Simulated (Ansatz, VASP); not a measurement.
## ScGa5S: VASP beside Ansatz

```
Sc Ga S
1.0
     5.02453   -4.83669    0.00000
     5.02453    4.83669    0.00000
     0.00000    0.00000    4.75850
Sc Ga S
1 5 1
Direct
  0.50000 0.50000 0.50000
  0.09366 0.64904 0.50000
  0.90634 0.35096 0.50000
  0.64904 0.09366 0.50000
  0.35096 0.90634 0.50000
  0.00000 0.00000 0.50000
  0.50000 0.50000 0.00000
```

Alike in both runs: functional PBE; k mesh 3 × 3 × 4; occupations gaussian, width 0.2 eV; no spin polarisation.

Ansatz relaxed the structure, and its values are those at the end. VASP's run is a single point on that final structure, the one shown.

|  | VASP | Ansatz |
| --- | --- | --- |
| version | VASP 6.6.1 | Ansatz 0.2.0 |
| potentials or method | VASP PAW PBE potentials, release 64 (Sc_sv, Ga_d, S), cutoff 520 eV | scalar-relativistic, plane waves, PAW |
| valence electrons in the cell | 82 | 82 |

```csv
,VASP,Ansatz,Ansatz less VASP
gap on the k mesh at the Fermi level (eV),none,none,-
pressure (GPa),0.1,0.1,-0.08
rms of the force components (eV/Å),0.005,0.005,-0.0008
```

A gap of «none» marks a metal or a gap that the smearing closes.
